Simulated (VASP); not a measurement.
Wanted: the native input for a VASP 6.6.1 run.

* Task: single point
* Functional: PBE0
* Potentials or basis: VASP PAW PBE potentials, release 64 (K_sv, I)
* Cutoff: 520 eV
* k mesh: 6 × 6 × 2
* Occupations: gaussian, width 0.01 eV
* Spin: no spin polarisation
* Dipole correction: no
* Grid for exact exchange (PRECFOCK): Normal
* Further INCAR settings: ALGO = Normal; EDIFF = 1e-07; NBANDS = 24
* Share of exact exchange: 0.25

The system is KI.

```
CELL_PARAMETERS angstrom
2.44984 -4.24281 0.00000
2.44984 4.24281 0.00000
0.00000 0.00000 8.59082
ATOMIC_POSITIONS crystal
K 0.50000 0.50000 0.50000
K 0.50000 0.50000 0.00000
I 0.83340 0.16660 0.25000
I 0.16660 0.83340 0.75000
```

The input as run:

POSCAR

```
KI
1.0
    2.4498408863     -4.2428074294      0.0000000000
    2.4498408863      4.2428074294      0.0000000000
    0.0000000000      0.0000000000      8.5908184291
K I
2 2
Direct
    0.5000000000      0.5000000000      0.5000000000
    0.5000000000      0.5000000000      0.0000000000
    0.8333975635      0.1666024365      0.2500000000
    0.1666024365      0.8333975635      0.7500000000
```

INCAR.step1

```
PREC = Accurate ; ENCUT = 520
EDIFF = 1E-5 ; ISMEAR = 0
SIGMA = 0.01 ; LREAL = False
LASPH = True ; NELM = 100
ALGO = Normal ; ISIF = 2
LWAVE = True ; LCHARG = False
NBANDS = 24 ; GGA = PE
KPAR = 4
```

INCAR.step2

```
PREC = Accurate ; ENCUT = 520
EDIFF = 1E-7 ; ISMEAR = 0
SIGMA = 0.01 ; LREAL = False
LASPH = True ; NELM = 100
ALGO = Normal ; ISIF = 2
LWAVE = False ; LCHARG = False
GGA = PE ; LHFCALC = True
AEXX = 0.25 ; PRECFOCK = Normal
NBANDS = 24 ; ISTART = 1
KPAR = 4
```

KPOINTS

```
regular mesh
0
Gamma
  6 6 2
```

Potentials or basis: VASP PAW PBE potentials, release 64 (K_sv, I).

Command:

```bash
$ cat potpaw_PBE.64/K_sv/POTCAR potpaw_PBE.64/I/POTCAR > POTCAR
$ cp INCAR.step1 INCAR
$ mpirun -np 4 vasp_std > vasp.out
$ cp INCAR.step2 INCAR
$ mpirun -np 4 vasp_std > vasp.out
```

Results of the run:

| Quantity | Value |
| --- | --- |
| Pressure | 0.2 GPa |
| Band gap on the k mesh | 5.54 eV |

Caveat: the PAW data sets were made with another functional, which shifts forces and pressure a little; spin-orbit coupling is left out, which moves the levels of the heavy elements.

Run time: 35 min on 4 MPI ranks on Intel(R) Xeon(R) 6975P-C (Granite Rapids) (shared host), peak memory 0.42 GiB a rank.
